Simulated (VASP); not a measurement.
**La2O3: single point with PBE**

The system is La2O3.

```xyz
5
Lattice="3.9745 0.0000 0.0000 -1.9872 3.4420 0.0000 0.0000 0.0000 6.1875" Properties=species:S:1:pos:R:3 pbc="T T T"
La    1.9872    1.1473    4.6531
La    0.0000    2.2947    1.5344
O     1.9872    1.1473    2.1923
O     0.0000    2.2947    3.9952
O     0.0000    0.0000    0.0000
```

This cell differs from its parent crystal: strain +1.0%.

* Program: VASP 6.6.1
* Task: single point
* Functional: PBE
* Potentials or basis: VASP PAW PBE potentials, release 64 (La, O)
* Cutoff: 520 eV
* k mesh: 12 × 12 × 4
* Occupations: fermi-dirac, width 0.02 eV
* Spin: no spin polarisation
* Dipole correction: no
* Further INCAR settings: ALGO = Normal; EDIFF = 1e-06; NBANDS = 28

```yaml
Pressure: -2.5 GPa
Largest_force: 0.039 eV/Å
Band_gap_on_the_k_mesh: 3.80 eV, indirect (least direct gap 3.98 eV)
```

Forces in eV/Å, atoms in the order of the input:
```
La   0.000  0.000 -0.039
La   0.000  0.000  0.039
O    0.000  0.000 -0.004
O    0.000  0.000  0.004
O    0.000  0.000  0.000
```

Stress tensor (GPa, compression positive):
```
-2.90  0.00  0.00
 0.00 -2.90  0.00
 0.00  0.00 -1.55
```

Levels at points of the mesh, in eV from the valence-band top:
| k point | band 16 | band 17 | band 18 | band 19 | band 20 | band 21 | band 22 | band 23 | band 24 | band 25 |
| --- | --- | --- | --- | --- | --- | --- | --- | --- | --- | --- |
| (0.00, 0.00, 0.00) | -2.03 | -1.58 | -0.33 | -0.33 | -0.09 | 4.17 | 4.53 | 4.53 | 4.95 | 5.17 |
| (0.50, 0.00, 0.00) | -0.75 | -0.74 | -0.67 | -0.42 | -0.28 | 3.80 | 4.58 | 4.99 | 5.04 | 5.08 |
| (0.00, 0.00, 0.50) | -1.84 | -1.00 | -0.71 | -0.25 | -0.25 | 4.56 | 4.63 | 4.63 | 4.81 | 5.20 |
| (0.50, 0.00, 0.50) | -1.03 | -0.99 | -0.64 | -0.40 | 0.00 | 4.31 | 4.50 | 4.90 | 5.02 | 5.09 |

Run time: 3.2 min on 1 thread of Intel(R) Xeon(R) Platinum 8259CL CPU @ 2.50GHz (Skylake/Cascade Lake), on a shared host, peak memory 0.31 GiB.

Caveat: the cell differs from its parent crystal (strain +1.0%); spin-orbit coupling is left out, which moves the levels of the heavy elements. A k mesh can miss the band edges.
